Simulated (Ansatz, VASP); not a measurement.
**BAs: VASP beside Ansatz**

```
CELL_PARAMETERS angstrom
0.00000 2.38850 2.38850
2.38850 0.00000 2.38850
2.38850 2.38850 0.00000
ATOMIC_POSITIONS crystal
As 0.25000 0.25000 0.25000
B 0.00000 0.00000 0.00000
```

Alike in both runs: task single point; functional PBEsol; dispersion D3(BJ); k mesh 15 × 15 × 15; occupations fermi-dirac, width 0.1 eV; collinear spin.

```csv
,VASP,Ansatz
version,VASP 6.6.1,Ansatz 0.2.0
potentials or method,"VASP PAW PBE potentials, release 64 (As, B), cutoff 500 eV",all-electron PAW datasets made for the crystal
```

```csv
,VASP,Ansatz,Ansatz less VASP
gap on the k mesh at the Fermi level (eV),1.08,1.09,+0.011
least direct gap on the mesh (eV),3.24,3.25,+0.007
pressure (GPa),-3.2,-4.1,-0.91
net moment per atom (μB),0.00,0.00,0.000
```

VASP's potentials were made for PBE, not for PBEsol. Ansatz ran all-electron here, and VASP with PAW potentials.
